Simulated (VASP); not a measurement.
GePt:

```
CELL_PARAMETERS angstrom
3.26428 0.00000 0.00000
0.00000 3.26428 0.00000
0.00000 0.00000 3.26428
ATOMIC_POSITIONS crystal
Ge 0.00000 0.00000 0.00000
Pt 0.50000 0.50000 0.50000
```

* Program: VASP 6.6.1
* Task: relaxation of cell and atoms
* Functional: PBE
* Potentials or basis: VASP PAW PBE potentials, release 64 (Ge_d, Pt)
* Cutoff: 600 eV
* k mesh: 6 × 6 × 6
* Occupations: gaussian, width 0.1 eV
* Spin: no spin polarisation

At the start: pressure -7.6 GPa; volume 17.39 Å³/atom.

Problem. How do energy, volume and symmetry change on relaxing?

Solution. Over 3 steps the energy falls by 28.8 meV/atom and the volume is 16.31 Å³/atom (-6.2 %); space group Pm-3m (No. 221, to 0.05 Å).

Step by step:
```csv
step,energy change (eV),largest force (eV/Å),pressure (GPa),volume (Å³)
1,0.0000,0.0000,-7.63,34.78
2,-0.0047,0.0000,9.71,30.78
3,-0.0577,0.0000,-0.04,32.61
```

Final structure:
```
CELL_PARAMETERS angstrom
3.19496 0.00000 0.00000
0.00000 3.19496 0.00000
0.00000 0.00000 3.19496
ATOMIC_POSITIONS crystal
Ge 0.00000 0.00000 0.00000
Pt 0.50000 0.50000 0.50000
```
